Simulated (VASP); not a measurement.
Ni:

```
Ni
1.0
     0.00000    1.73241    1.73241
     1.73241    0.00000    1.73241
     1.73241    1.73241    0.00000
Ni
1
Direct
  0.00000 0.00000 0.00000
```

Base run:

```yaml
Program: VASP 6.6.1
Functional: PBEsol
Potentials_or_basis: VASP PAW PBE potentials, release 64 (Ni)
Cutoff: 520 eV
k_mesh: 15 × 15 × 15
Occupations: fermi-dirac, width 0.05 eV
Spin: collinear spin, ferromagnetic start
Starting_moments: "[0.7] μB"
```

Its results: pressure -0.3 GPa; net moment 0.64 μB per cell; site moments Ni +0.64 μB.

Problem. The run is repeated on the same cell with these changes: functional from PBEsol to r2SCAN. What comes out?

Solution. Pressure 2.7 GPa; net moment 0.69 μB per cell; site moments Ni +0.71 μB.

Caveats: the PAW data sets were made with another functional, which shifts forces and pressure a little.
